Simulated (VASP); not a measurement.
Write the native input for VASP 6.6.1 that does the following.

* Task: single point
* Functional: PBE
* Potentials or basis: VASP PAW PBE potentials, release 64 (In_d, Ga_d, As)
* Cutoff: 520 eV
* k mesh: 4 × 4 × 4
* Occupations: gaussian, width 0.1 eV
* Spin: no spin polarisation
* Dipole correction: no
* Further INCAR settings: ALGO = Normal; EDIFF = 1e-07; NBANDS = 46

The structure of InGa3As4 lies in POSCAR:

```
InGa3As4
1.0
    5.8577812000      0.0000000000      0.0000000000
    0.0000000000      5.8577812000      0.0000000000
    0.0000000000      0.0000000000      5.8577812000
In Ga As
1 3 4
Direct
    0.0000000000      0.0000000000      0.0000000000
    0.5000000000      0.0000000000      0.5000000000
    0.5000000000      0.5000000000      0.0000000000
    0.0000000000      0.5000000000      0.5000000000
    0.2593680000      0.7406320000      0.7406320000
    0.2593680000      0.2593680000      0.2593680000
    0.7406320000      0.7406320000      0.2593680000
    0.7406320000      0.2593680000      0.7406320000
```

The input as run:

INCAR

```
PREC     = Accurate       # precision mode
ENCUT    = 520            # plane-wave cutoff, eV
EDIFF    = 1E-7           # SCF threshold, eV
ISMEAR   = 0              # smearing method
SIGMA    = 0.1            # smearing width, eV
LREAL    = F              # projectors in reciprocal space
LASPH    = T              # aspherical terms in the spheres
NELM     = 60             # most SCF steps
ALGO     = Normal         # electronic algorithm
ISIF     = 2              # what is computed and relaxed
LWAVE    = F              # write WAVECAR
LCHARG   = F              # write CHGCAR
GGA      = PE             # functional
NBANDS   = 46             # bands
```

KPOINTS

```
regular mesh
0
Gamma
  4 4 4
```

Potentials or basis: VASP PAW PBE potentials, release 64 (In_d, Ga_d, As).

Command:

```console
$ cat potpaw_PBE.64/In_d/POTCAR potpaw_PBE.64/Ga_d/POTCAR potpaw_PBE.64/As/POTCAR > POTCAR
$ mpirun -np 1 vasp_std > vasp.out
```

It gave:

| Item | Value |
| --- | --- |
| Pressure | 0.2 GPa |
| Largest force | 0.013 eV/Å |
| Band gap on the k mesh | zero (filled and empty bands touch) |

Caveat: spin-orbit coupling is left out, which moves the levels of the heavy elements.

Wall time 110 s on 1 thread of AMD EPYC 7R43 64-Core Processor (Zen 3), with other jobs on the host, peak memory 0.34 GiB.
